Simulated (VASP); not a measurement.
# TiB in VASP: a series of runs, part 2 of 2

VASP 6.6.1.

### Step 5. Single point, r2SCAN (strain +0.050 along x and y, +0.050 along z)

POSCAR

```
TiB
1.0
    0.0000000000      2.2060500000      2.2060500000
    2.2060500000      0.0000000000      2.2060500000
    2.2060500000      2.2060500000      0.0000000000
Ti B
1 1
Direct
    0.7500000000      0.7500000000      0.7500000000
    0.0000000000      0.0000000000      0.0000000000
```

INCAR.step1

```
SYSTEM = TiB
PREC = Accurate ; ENCUT = 520
ISMEAR = 0 ; SIGMA = 0.15
LREAL = .False. ; LASPH = .True.
NELM = 60 ; NBANDS = 14
GGA = PE ; ALGO = Normal
EDIFF = 1E-4 ; LWAVE = .True.
LCHARG = .False.
```

INCAR.step2

```
SYSTEM = TiB
PREC = Accurate ; ENCUT = 520
EDIFF = 1E-6 ; ISMEAR = 0
SIGMA = 0.15 ; LREAL = .False.
LASPH = .True. ; NELM = 60
ALGO = Normal ; ISIF = 2
LWAVE = .False. ; LCHARG = .False.
METAGGA = R2SCAN ; LMIXTAU = .True.
NBANDS = 14 ; ISTART = 1
```

KPOINTS

```
regular mesh
0
Gamma
  20 20 20
  0 0 0
```

On the command line:

```bash
$ cat potpaw_PBE.64/Ti_sv/POTCAR potpaw_PBE.64/B/POTCAR > POTCAR
$ cp INCAR.step1 INCAR
$ mpirun -np 1 vasp_std > vasp.out
$ cp INCAR.step2 INCAR
$ mpirun -np 1 vasp_std > vasp.out
```

It took 4.6 min on 1 thread of Intel Xeon 8259CL, shared host; peak memory 0.22 GiB.

The run converged. Its results:

* Free energy: -17.4613 eV
* Pressure: 67.6 GPa
* Band gap on the k mesh: zero (an odd number of electrons rules out a gap without spin polarisation)

Levels at points of the mesh, in eV from the Fermi level:
```csv
k point,band 4,band 5,band 6,band 7,band 8,band 9,band 10,band 11,band 12,band 13
"(0.00, 0.00, 0.00)",-32.56,-9.22,-1.70,-1.70,-1.70,3.29,3.29,11.55,12.01,12.01
"(0.50, 0.00, 0.00)",-32.64,-6.08,-2.71,-1.01,-1.01,3.99,3.99,5.28,9.32,9.32
"(0.50, 0.50, 0.00)",-32.76,-4.92,-4.16,0.92,1.52,1.52,4.56,5.62,5.62,6.75
```

Caveat: the cell differs from its parent crystal (strain +0.050 along x and y, +0.050 along z); the cell stands under pressure; the PAW data sets were made with another functional, which shifts forces and pressure a little.

### Step 6. Single point, r2SCAN (strain -0.050 along x and y, -0.025 along z)

POSCAR

```
TiB
1.0
    0.0000000000      1.9959500000      2.0484750000
    1.9959500000      0.0000000000      2.0484750000
    1.9959500000      1.9959500000      0.0000000000
Ti B
1 1
Direct
    0.7500000000      0.7500000000      0.7500000000
    0.0000000000      0.0000000000      0.0000000000
```

INCAR.step1

```
PREC = Accurate
ENCUT = 520
ISMEAR = 0
SIGMA = 0.15
LREAL = F
LASPH = T
NELM = 80
NBANDS = 14
GGA = PE
ALGO = Normal
EDIFF = 1E-4
LWAVE = T
LCHARG = F
```

INCAR.step2

```
PREC = Accurate
ENCUT = 520
EDIFF = 1E-6
ISMEAR = 0
SIGMA = 0.15
LREAL = F
LASPH = T
NELM = 80
ALGO = Normal
ISIF = 2
LWAVE = F
LCHARG = F
METAGGA = R2SCAN
LMIXTAU = T
NBANDS = 14
ISTART = 1
```

KPOINTS

```
regular mesh
0
Gamma
  20 20 20
```

Potentials or basis: VASP PAW PBE potentials, release 64 (Ti_sv, B).

On the command line:

```bash
$ cat potpaw_PBE.64/Ti_sv/POTCAR potpaw_PBE.64/B/POTCAR > POTCAR
$ cp INCAR.step1 INCAR
$ mpirun -np 1 vasp_std > vasp.out
$ cp INCAR.step2 INCAR
$ mpirun -np 1 vasp_std > vasp.out
```

OUTCAR:

```text
PREC = Accurate
   ENCUT = 520
   EDIFF = 1E-6
   ISMEAR = 0
   LREAL = F
   LASPH = T
   NELM = 80
   ISIF = 2
   METAGGA = R2SCAN
   ISTART = 1

 ion  position               nearest neighbor table
   1  0.750  0.750  0.750-   2 1.74   2 1.74   2 1.74   2 1.74
   2  0.000  0.000  0.000-   1 1.74   1 1.74   1 1.74   1 1.74

  LATTYP: Found a body centered tetragonal cell.
 ALAT       =     2.8226995598
 C/A-ratio  =     1.4514297088

  Lattice vectors:

 A1 = (  -1.9959500000,   0.0000000000,   2.0484750000)
 A2 = (   1.9959500000,   0.0000000000,   2.0484750000)
 A3 = (   0.0000000000,   1.9959500000,  -2.0484750000)

Analysis of symmetry for initial positions (statically):
=====================================================================
 Subroutine PRICEL returns:
 Original cell was already a primitive cell.

 Routine SETGRP: Setting up the symmetry group for a
 body centered tetragonal supercell.

 Subroutine GETGRP returns: Found  8 space group operations
 (whereof  8 operations were pure point group operations)
 out of a pool of 16 trial point group operations.

The static configuration has the point symmetry D_2d.

Analysis of symmetry for dynamics (positions and initial velocities):
=====================================================================
 Subroutine PRICEL returns:
 Original cell was already a primitive cell.

 Routine SETGRP: Setting up the symmetry group for a
 body centered tetragonal supercell.

 Subroutine GETGRP returns: Found  8 space group operations
 (whereof  8 operations were pure point group operations)
 out of a pool of 16 trial point group operations.

The dynamic configuration has the point symmetry D_2d.

 Subroutine INISYM returns: Found  8 space group operations
 (whereof  8 operations are pure point group operations),
 and found     1 'primitive' translations

----------------------------------------------------------------------------------------

[... 116 lines left out ...]
   LORBIT       =      0    0 simple, 1 ext, 2 COOP (PROOUT), +10 PAW based schemes
   METAGGA = R2SCAN    functional components
   LHFCALC =     F    Hartree Fock is set to
   AEXX    =    0.0000 exact exchange contribution
   IVDW    =     0    specifies the selected vdW correction
   LEPSILON=     F    determine dielectric tensor
   LRPA    =     F    only Hartree local field effects (RPA)
 non-spin polarized calculation
 Gauss-broadening in eV      SIGMA  =   0.15
  energy-cutoff  :      520.00
  volume of cell :       16.32
 maximum number of plane-waves:       452
 NGX is ok and might be reduce to    24
   NGX = 11   NGY = 11   NGZ = 11

 number of electron      15.0000001 magnetization

 Free energy of the ion-electron system (eV)
  ---------------------------------------------------
  ext. energy  EPLUGINS =         0.00000000
  ---------------------------------------------------
  free energy    TOTEN  =       -13.64861729 eV

  energy without entropy =      -13.64196431  energy(sigma->0) =      -13.64529080

 E-fermi :  10.8666     XC(G=0): -14.4233

 val. band max:       10.8580806903   @ k =  -0.4500   0.3000   0.2000
 cond. band min:      10.8737182938   @ k =   0.4000   0.2500   0.0000
 fundamental gap:      0.0156376035
 Fermi energy:        10.8666002971

 k-point     1 :       0.0000    0.0000    0.0000
  band No.  band energies     occupation
      1     -45.9949      2.00000
      2     -20.9565      2.00000
      3     -20.9143      2.00000
      4     -20.9143      2.00000
      5       1.1346      2.00000
      6       8.3017      2.00000
      7       8.4094      2.00000
      8       8.4094      2.00000
      9      14.5689      0.00000
     10      14.9546      0.00000
     11      25.1010      0.00000
     12      25.1311      0.00000
     13      25.6895      0.00000
     14      25.6895      0.00000
[... 377 lines left out ...]
      1     -45.8188      2.00000
      2     -21.9829      2.00000
      3     -21.1482      2.00000
      4     -21.0454      2.00000
      5       4.2918      2.00000
      6       8.0592      2.00000
      7       9.1061      2.00000
      8       9.4192      2.00000
      9      14.8120      0.00000
     10      15.5140      0.00000
     11      19.5642      0.00000
     12      23.4687      0.00000
     13      24.1904      0.00000
     14      25.2188      0.00000

 [... further k-points ...]
[... 5 lines left out ...]
  --------------------------------------------------------------------------------------
  -------------------------------------------------------------------------------------
  Total       18.9385410     18.9385410     19.7732442      0.0000000      0.0000000      0.0000000
  in kB     1859.0759049   1859.0759049   1941.0134012      0.0000000      0.0000000      0.0000000
  external PRESSURE =    1886.3884037 kB  Pullay stress =       0.0000000 kB

 VOLUME and BASIS-vectors are now :
 -----------------------------------------------------------------------------
  energy-cutoff  :      520.00
  volume of cell :       16.32
      direct lattice vectors                 reciprocal lattice vectors
     0.000000000  1.995950000  2.048475000    -0.250507277  0.250507277  0.244084014
     1.995950000  0.000000000  2.048475000     0.250507277 -0.250507277  0.244084014
     1.995950000  1.995950000  0.000000000     0.250507277  0.250507277 -0.244084014

 POSITION                                       TOTAL-FORCE (eV/Angst)
 -----------------------------------------------------------------------------------
      2.99392      2.99392      3.07271        -0.000000      0.000000     -0.000000
      0.00000      0.00000      0.00000         0.000000      0.000000      0.000000
 -----------------------------------------------------------------------------------
    total drift:                               -0.000000     -0.000000      0.000002

  FREE ENERGIE OF THE ION-ELECTRON SYSTEM (eV)
  ---------------------------------------------------
  free  energy   TOTEN  =       -13.6486172887 eV

  energy  without entropy=      -13.6419643108  energy(sigma->0) =      -13.64529080
```

OSZICAR.step1:

```text
N       E                     dE             d eps       ncg     rms          rms(c)
DAV:   1     0.127883929889E+03    0.12788E+03   -0.79685E+03 17970   0.136E+03
DAV:   2    -0.987621923462E+00   -0.12887E+03   -0.12158E+03 18590   0.341E+02
DAV:   3    -0.972734938081E+01   -0.87397E+01   -0.84548E+01 25190   0.853E+01
DAV:   4    -0.102776016261E+02   -0.55025E+00   -0.54939E+00 21174   0.158E+01
DAV:   5    -0.102866637208E+02   -0.90621E-02   -0.90616E-02 22824   0.197E+00    0.303E+01
DAV:   6    -0.778363399597E+01    0.25030E+01   -0.51798E+00 24740   0.372E+01    0.848E+00
DAV:   7    -0.786823462794E+01   -0.84601E-01   -0.71944E-01 18832   0.830E+00    0.615E+00
DAV:   8    -0.795367423453E+01   -0.85440E-01   -0.21989E-01 27602   0.388E+00    0.863E-01
DAV:   9    -0.795722209937E+01   -0.35479E-02   -0.10811E-02 18080   0.954E-01    0.372E-01
DAV:  10    -0.795663846344E+01    0.58364E-03   -0.19672E-03 21054   0.507E-01    0.192E-01
DAV:  11    -0.795655214129E+01    0.86322E-04   -0.70541E-04 18200   0.292E-01
   1 F= -.79565521E+01 E0= -.79531139E+01  d E =-.687644E-02
```

Run time: 11 min. Hardware: 1 thread of Intel Xeon 8259CL, shared host; peak memory 0.28 GiB.

What came out:

- Free energy: -13.6486 eV
- Pressure: 188.6 GPa
- Band gap on the k mesh: zero (an odd number of electrons rules out a gap without spin polarisation)

Caveat: the cell differs from its parent crystal (strain -0.050 along x and y, -0.025 along z); the stress differs along the axes, from 186 to 194 GPa; the PAW data sets were made with another functional, which shifts forces and pressure a little.

### Step 7. Overview

| cell | gap on the mesh (eV) | pressure (GPa) |
| --- | --- | --- |
| a = 2.823 Å, angles 60.0°, 2 atoms | none | 205.0 |
| a = 2.897 Å, angles 60.0°, 2 atoms | none | 159.2 |
| a = 3.046 Å, angles 60.0°, 2 atoms | none | 91.9 |
| a = 3.120 Å, angles 60.0°, 2 atoms | none | 67.6 |
| a = 2.860, b = 2.860, c = 2.823 Å, angles 60.4, 60.4, 59.1°, 2 atoms | none | 188.6 |

Alike in all rows: task single point; level r2SCAN; potentials or basis VASP PAW PBE potentials, release 64 (Ti_sv, B); no spin polarisation; k mesh 20 × 20 × 20; cutoff (eV) 520; smearing gaussian 0.15 eV.

Caveats: the PAW data sets were made with another functional, which shifts forces and pressure a little; the cell stands under pressure (at least some runs); the stress differs along the axes, from 186 to 194 GPa (at least some runs).

Absolute energies hang on the potentials; compare differences alone.

The gap in the log of VASP goes by the Fermi energy; the results here count the filled bands.